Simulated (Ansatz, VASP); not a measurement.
## TaN: VASP beside Ansatz

The input INCAR:

```
SYSTEM = TaN
  ALGO = Normal
  EDIFF = 1E-6
  EDIFFG = -0.001
  ENCUT = 600
  GGA = PS
  IBRION = 2
  ISIF = 3
  ISMEAR = -1
  LASPH = .True.
  LCHARG = .False.
  LREAL = .False.
  LWAVE = .False.
  NELM = 100
  NSW = 80
  PREC = Accurate
  SIGMA = 0.15
```

KPOINTS

```
k-points
0
Gamma
  9 9 12
  0 0 0
```

Contents of POSCAR:

```
TaN
1.0
    5.1781636113      0.0000000000      0.0000000000
   -2.5890818057      4.4844212323      0.0000000000
    0.0000000000      0.0000000000      2.8955690787
Ta N
3 3
Direct
    0.0000000000      0.0000000000      0.0000000000
    0.3333333333      0.6666666667      0.5000000000
    0.6666666667      0.3333333333      0.5000000000
    0.3934289492      0.0000000000      0.0000000000
    0.6065710508      0.6065710508      0.0000000000
    0.0000000000      0.3934289492      0.0000000000
```

Input for Ansatz:

```yaml
crystal:
  lattice:
    - [5.1781636113, 0.0, 0.0]
    - [-2.5890818057, 4.4844212323, 0.0]
    - [0.0, 0.0, 2.8955690787]
  atoms:
    - { symbol: Ta, position: [0.0, 0.0, 0.0] }
    - { symbol: Ta, position: [0.3333333333, 0.6666666667, 0.5] }
    - { symbol: Ta, position: [0.6666666667, 0.3333333333, 0.5] }
    - { symbol: "N", position: [0.3934289492, 0.0, 0.0] }
    - { symbol: "N", position: [0.6065710508, 0.6065710508, 0.0] }
    - { symbol: "N", position: [0.0, 0.3934289492, 0.0] }
basis:
  ecutwfc: 420
kpoints:
  mp_grid: { grid: [9, 9, 12] }
hamiltonian:
  xc: pbesol
  pseudopotentials: { kind: paw, azcp: { folder: soft_1 } }
scf:
  occupations: { method: fermi_dirac, width: 0.15 }
output:
  forces: true
  stress: true
  eigenvalues: true
relax:
  adjacent_minimum: "off"
  f_tol: 0.001
  max_steps: 60
  cell: { stress_tol: 0.01 }
```

Alike in both runs: task relaxation of cell and atoms; functional PBEsol; k mesh 9 × 9 × 12; occupations fermi-dirac, width 0.15 eV; no spin polarisation.

|  | VASP | Ansatz |
| --- | --- | --- |
| version | VASP 6.6.1 | Ansatz 0.2.0 |
| potentials or method | VASP PAW PBE potentials, release 64 (Ta_pv, N), cutoff 600 eV | scalar-relativistic, plane waves, PAW |
| valence electrons in the cell | 48 | 54 |

|  | VASP | Ansatz | Ansatz less VASP |
| --- | --- | --- | --- |
| gap on the k mesh at the Fermi level, each at its own relaxed structure (eV) | none | none | - |
| relaxed volume (Å³/atom) | 11.24 | 11.21 | -0.032 |
| relaxed cell length with the largest relative difference (Å) | 5.185 | 5.179 | -0.0056 |

VASP's potentials were made for PBE, not for PBEsol, and Ansatz warns of the same on its side. A gap of «none» marks a metal or a gap that the smearing closes. VASP's potentials hold 48 valence electrons a cell and Ansatz's 54, so a difference there can come from the potentials and not from the codes.

Neither program's run includes spin-orbit coupling.
